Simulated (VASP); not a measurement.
**Re: single point with PBEsol**

The system is Re.

```xyz
2
Lattice="2.7045 0.0000 0.0000 -1.3522 2.3422 0.0000 0.0000 0.0000 4.9765" Properties=species:S:1:pos:R:3 pbc="T T T"
Re    0.0000    1.5614    1.2441
Re    1.3523    0.7807    3.7324
```

```json
{
  "Program": "VASP 6.6.1",
  "Task": "single point",
  "Functional": "PBEsol",
  "Potentials or basis": "VASP PAW PBE potentials, release 64 (Re)",
  "Cutoff": "520 eV",
  "k mesh": "18 × 18 × 10",
  "Occupations": "gaussian, width 0.15 eV",
  "Spin": "no spin polarisation",
  "Dipole correction": "no",
  "Further INCAR settings": "ALGO = Fast; EDIFF = 1e-06; NBANDS = 14"
}
```

```yaml
Pressure: -20.5 GPa
Band_gap_on_the_k_mesh: zero (bands 7 and 8 overlap by 2.68 eV)
```

Stress tensor (GPa, compression positive):
```
 -4.88   0.00   0.00
  0.00  -4.88   0.00
  0.00   0.00 -51.75
```

Levels at points of the mesh, in eV from the Fermi level:
```csv
k point,band 5,band 6,band 7,band 8,band 9,band 10
"(0.00, 0.00, 0.00)",-1.49,-1.04,-1.04,-0.98,1.02,1.02
"(0.50, 0.00, 0.00)",-1.51,-1.40,-0.98,3.01,4.41,4.63
"(0.00, 0.00, 0.50)",-1.43,-1.43,-1.43,-1.43,2.19,2.19
"(0.50, 0.00, 0.50)",0.63,0.63,0.67,0.67,3.72,3.72
```

Run time: 39 s on 1 thread of Intel(R) Xeon(R) 6975P-C (Granite Rapids), with other jobs on the host, peak memory 0.21 GiB.

Caveat: the cell stands under tension; the PAW data sets were made with another functional, which shifts forces and pressure a little; spin-orbit coupling is left out, which moves the levels of the heavy elements.
